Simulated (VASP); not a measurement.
# W9C8 in VASP: single point with PBEsol

Aim: the single point of W9C8 with PBEsol.

Everything below comes from runs of VASP 6.6.1. Logs are shortened: lines on timing, memory, paths and dates and some standing lists are left out, and cuts for length are marked.

## Step 1: The cell of the first run

The cell holds a slab with vacuum, 17 atoms: a = 5.710 Å, b = 5.710 Å, c = 16.205 Å, α = 90.00°, β = 90.00°, γ = 120.00°.

## Step 2: Single point, PBEsol

Input file INCAR:

```
SYSTEM = W9C8
PREC = Accurate
ENCUT = 520
EDIFF = 1E-6
ISMEAR = -1
SIGMA = 0.15
LREAL = Auto
LASPH = .True.
NELM = 80
ALGO = Normal
ISIF = 2
LWAVE = .False.
LCHARG = .False.
GGA = PS
NBANDS = 93
```

Input file KPOINTS:

```
Automatic mesh
0
Gamma
  1 1 1
  0 0 0
```

Input file POSCAR:

```
W9C8
1.0
    5.7102600000      0.0000000000      0.0000000000
   -2.8551300000      4.9452300000      0.0000000000
    0.0000000000      0.0000000000     16.2045300000
W C
9 8
Direct
    0.0000000000      0.0000000000      0.0617110771
    0.0112759155      0.0065655187      0.2343370650
    0.0000000000      0.5000000000      0.0617110771
    0.0111811203      0.5059111507      0.2293914109
    0.5000000000      0.0000000000      0.0617110771
    0.5030191895      0.0013342150      0.2443230998
    0.5000000000      0.5000000000      0.0617110771
    0.5030509360      0.5032512138      0.2428308627
    0.8235959192      0.4137022949      0.3832099419
    0.3443395976      0.1717713837      0.1492879460
    0.3718745982      0.1873969461      0.3288372449
    0.3337360063      0.6676597448      0.1472609202
    0.3155100101      0.6583459212      0.3247209885
    0.8295170349      0.1625621053      0.1444375122
    0.8765321182      0.1757259015      0.3214712799
    0.8302256710      0.6677305201      0.1443219273
    0.8752986444      0.7025262728      0.3208215234
```

Potentials or basis: VASP PAW PBE potentials, release 64 (W_sv, C).

Started as:

```
$ cat potpaw_PBE.64/W_sv/POTCAR potpaw_PBE.64/C/POTCAR > POTCAR
$ mpirun -np 1 vasp_gam > vasp.out
```

OUTCAR:

```text
SYSTEM = W9C8
   PREC = Accurate
   ENCUT = 520
   EDIFF = 1E-6
   ISMEAR = -1
   LREAL = Auto
   LASPH = .True.
   NELM = 80
   ISIF = 2
   GGA = PS

 ion  position               nearest neighbor table
   1  0.000  0.000  0.062-  16 2.12  14 2.12  10 2.22   2 2.80   7 2.86   3 2.86   3 2.86   7 2.86
                             5 2.86   5 2.86
   2  0.011  0.007  0.234-  17 2.06  15 2.06  10 2.15  14 2.22  16 2.22  11 2.35   1 2.80   8 2.83
                             6 2.83   4 2.85   4 2.86   8 2.89   6 2.89
   3  0.000  0.500  0.062-  16 2.14  14 2.14  12 2.16   4 2.72   5 2.86   1 2.86   1 2.86   5 2.86
                             7 2.86   7 2.86
   4  0.011  0.506  0.229-  12 2.08  13 2.16  16 2.19  14 2.19  15 2.22  17 2.22   9 2.66   3 2.72
                             8 2.82   6 2.83   2 2.85   2 2.86   6 2.90   8 2.90
   5  0.500  0.000  0.062-  14 2.11  12 2.15  10 2.15   7 2.86   3 2.86   7 2.86   3 2.86   1 2.86
                             1 2.86   6 2.96
   6  0.503  0.001  0.244-  11 2.09  13 2.14  15 2.23  10 2.24  12 2.28  14 2.29   2 2.83   4 2.83
                             8 2.84   8 2.87   2 2.89   4 2.90   5 2.96   9 3.11
   7  0.500  0.500  0.062-  16 2.11  12 2.16  10 2.16   5 2.86   1 2.86   5 2.86   1 2.86   3 2.86
                             3 2.86   8 2.94
   8  0.503  0.503  0.243-  11 2.10  13 2.15  10 2.23  17 2.23  12 2.26  16 2.27   4 2.82   2 2.83
                             6 2.84   6 2.87   2 2.89   4 2.90   7 2.94   9 3.12
   9  0.824  0.414  0.383-  17 1.83  15 1.83  11 2.40  13 2.61   4 2.66   6 3.11   8 3.12
  10  0.344  0.172  0.149-   2 2.15   5 2.15   7 2.16   1 2.22   8 2.23   6 2.24
  11  0.372  0.187  0.329-   6 2.09   8 2.10   2 2.35   9 2.40
  12  0.334  0.668  0.147-   4 2.08   5 2.15   3 2.16   7 2.16   8 2.26   6 2.28
  13  0.316  0.658  0.325-   6 2.14   8 2.15   4 2.16   9 2.61
  14  0.830  0.163  0.144-   5 2.11   1 2.12   3 2.14   4 2.19   2 2.22   6 2.29
  15  0.877  0.176  0.321-   9 1.83   2 2.06   4 2.22   6 2.23
  16  0.830  0.668  0.144-   7 2.11   1 2.12   3 2.14   4 2.19   2 2.22   8 2.27
  17  0.875  0.703  0.321-   9 1.83   2 2.06   4 2.22   8 2.23

  LATTYP: Found a hexagonal cell.
 ALAT       =     5.7102600000
 C/A-ratio  =     2.8377919744

  Lattice vectors:

 A1 = (   5.7102600000,   0.0000000000,   0.0000000000)
 A2 = (  -2.8551300000,   4.9452300000,   0.0000000000)
 A3 = (   0.0000000000,   0.0000000000,  16.2045300000)

Analysis of symmetry for initial positions (statically):
=====================================================================
 Subroutine PRICEL returns:
 Original cell was already a primitive cell.

 Routine SETGRP: Setting up the symmetry group for a
 hexagonal supercell.

 Subroutine GETGRP returns: Found  1 space group operations
 (whereof  1 operations were pure point group operations)
 out of a pool of 24 trial point group operations.

[... 132 lines left out ...]
   NUPDOWN=      -1.0000    fix difference up-down
   EMIN   =  10.00;   EMAX   =-10.00  energy-range for DOS
   EFERMI =   0.00;   METHOD = LEGACY
   ISMEAR =    -1;   SIGMA  =   0.15  broadening in eV -4-tet -1-fermi 0-gaus
   EFERMI_NEDOS =   21; number of points for ismear=-14 and -15
   IALGO  =     38    algorithm
   IMIX   =      4    mixing-type and parameters
     AMIX     =   0.40;   BMIX     =  1.00
     AMIX_MAG =   1.60;   BMIX_MAG =  1.00
  volume/ion in A,a.u.               =      26.92       181.65
  Fermi-wavevector in a.u.,A,eV,Ry     =   1.148509  2.170367 17.947064  1.319072
  Thomas-Fermi vector in A             =   2.285183
   LORBIT       =      0    0 simple, 1 ext, 2 COOP (PROOUT), +10 PAW based schemes
   GGA     = PS    functional components
   LHFCALC =     F    Hartree Fock is set to
   AEXX    =    0.0000 exact exchange contribution
   IVDW    =     0    specifies the selected vdW correction
   LEPSILON=     F    determine dielectric tensor
   LRPA    =     F    only Hartree local field effects (RPA)
 non-spin polarized calculation
  energy-cutoff  :      520.00
  volume of cell :      457.59
 maximum number of plane-waves:      6175
 NGX is ok and might be reduce to    42
   NGX = 21   NGY = 21   NGZ = 61

 number of electron     157.9999996 magnetization

 Free energy of the ion-electron system (eV)
  ---------------------------------------------------
  ext. energy  EPLUGINS =         0.00000000
  ---------------------------------------------------
  free energy    TOTEN  =      -182.39441584 eV

  energy without entropy =     -181.36941918  energy(sigma->0) =     -181.88191751

 E-fermi :   1.7008     XC(G=0):  -6.8892

 val. band max:        1.6599510491   @ k =   0.0000   0.0000   0.0000
 cond. band min:       1.7009797780   @ k =   0.0000   0.0000   0.0000
 fundamental gap:      0.0410287289
 Fermi energy:         1.7007542861

 k-point     1 :       0.0000    0.0000    0.0000
  band No.  band energies     occupation
      1     -72.8172      2.00000
      2     -72.7633      2.00000
      3     -72.7376      2.00000
      4     -72.6981      2.00000
      5     -72.6940      2.00000
      6     -72.5818      2.00000
[... 83 lines left out ...]
     90       3.9140      0.00000
     91       4.0912      0.00000
 [bands above 91 left out]

------------------------ aborting loop because EDIFF is reached ----------------------------------------

  FORCE on cell =-STRESS in cart. coord.  units (eV):
  Direction    XX          YY          ZZ          XY          YZ          ZX
  --------------------------------------------------------------------------------------
  -------------------------------------------------------------------------------------
  Total       -4.6581931      3.0380282      0.4839574     -6.2334063     -4.8370555     -7.7979418
  in kB      -16.3098230     10.6371081      1.6944897    -21.8251480    -16.9360775    -27.3030872
  external PRESSURE =      -1.3260751 kB  Pullay stress =       0.0000000 kB

 VOLUME and BASIS-vectors are now :
 -----------------------------------------------------------------------------
  energy-cutoff  :      520.00
  volume of cell :      457.59
      direct lattice vectors                 reciprocal lattice vectors
     5.710260000  0.000000000  0.000000000     0.175123374  0.101107532  0.000000000
    -2.855130000  4.945230000  0.000000000     0.000000000  0.202215064  0.000000000
     0.000000000  0.000000000 16.204530000     0.000000000  0.000000000  0.061711139

 POSITION                                       TOTAL-FORCE (eV/Angst)
 -----------------------------------------------------------------------------------
      0.00000      0.00000      1.00000         0.303011      0.233896     -0.313022
      0.04564      0.03247      3.79732         0.210079      0.137317     -0.213318
     -1.42756      2.47261      1.00000         0.320049      0.176897     -1.290538
     -1.38059      2.50185      3.71718         0.209266      0.127383     -0.044897
      2.85513      0.00000      1.00000         0.008463      0.152919      0.769472
      2.86856      0.00660      3.95914         0.131236     -0.014879      0.193713
[... 9 lines left out ...]
      2.83435      3.30208      2.33867        -0.091183      0.067389     -0.014669
      2.99238      3.47415      5.19876         0.448228      0.915023     -0.150387
 -----------------------------------------------------------------------------------
    total drift:                                0.018517      0.008727     -0.002719

  FREE ENERGIE OF THE ION-ELECTRON SYSTEM (eV)
  ---------------------------------------------------
  free  energy   TOTEN  =      -182.3944158420 eV

  energy  without entropy=     -181.3694191782  energy(sigma->0) =     -181.88191751
```

OSZICAR:

```text
N       E                     dE             d eps       ncg     rms          rms(c)
DAV:   1     0.237797413156E+04    0.23780E+04   -0.10323E+05   210   0.178E+03
DAV:   2    -0.378511026466E+02   -0.24158E+04   -0.23695E+04   210   0.568E+02
DAV:   3    -0.205373910785E+03   -0.16752E+03   -0.16116E+03   228   0.142E+02
[... 21 lines left out ...]
DAV:  25    -0.182394405258E+03   -0.17908E-04   -0.63043E-06   140   0.111E-02    0.258E-03
DAV:  26    -0.182394410771E+03   -0.55124E-05   -0.19446E-06   124   0.551E-03    0.253E-03
DAV:  27    -0.182394413985E+03   -0.32142E-05   -0.12042E-06   132   0.526E-03    0.210E-03
DAV:  28    -0.182394415460E+03   -0.14756E-05   -0.45241E-07   132   0.365E-03    0.963E-04
DAV:  29    -0.182394415842E+03   -0.38170E-06   -0.97507E-08   108   0.125E-03
   1 F= -.18239442E+03 E0= -.18188192E+03  d E =-.102500E+01
```

stdout:

```text
POSCAR found type information on POSCAR W C
 POSCAR found :  2 types and      17 ions
 scaLAPACK will be used
 -----------------------------------------------------------------------------
|                                                                             |
|                                                                             |
|     You enforced a specific xc type in the INCAR file but a different       |
|     I HOPE YOU KNOW WHAT YOU ARE DOING!                                     |
|                                                                             |
 -----------------------------------------------------------------------------

 LDA part: xc-table for (Slater+PW92), standard interpolation
 POSCAR, INCAR and KPOINTS ok, starting setup
 FFT: planning ... GRIDC
 FFT: planning ... GRID_SOFT
 FFT: planning ... GRID
 WAVECAR not read
 entering main loop
```

It took 86 s on 1 thread of Intel Xeon 6975P-C (Granite Rapids), shared host; peak memory 0.46 GiB.

Results:

```yaml
Free_energy: -182.3944 eV
Largest_force: 4.134 eV/Å
Band_gap_on_the_k_mesh: 0.04 eV
```

Forces on the atoms (eV/Å):
```
W    0.303  0.234 -0.313
W    0.210  0.137 -0.213
W    0.320  0.177 -1.291
W    0.209  0.127 -0.045
W    0.008  0.153  0.769
W    0.131 -0.015  0.194
W    0.076 -0.059  0.659
W    0.071  0.100  0.242
W   -3.554 -2.099 -0.229
C    0.174  0.107 -0.215
C    0.750  0.431  0.749
C    0.057  0.014  0.140
C   -0.139 -0.067 -0.064
C    0.026 -0.130 -0.018
C    0.999 -0.093 -0.201
C   -0.091  0.067 -0.015
C    0.448  0.915 -0.150
```

Caveat: the k points lie up to 1.27 Å⁻¹ apart; the PAW data sets were made with another functional, which shifts forces and pressure a little; spin-orbit coupling is left out, which moves the levels of the heavy elements.
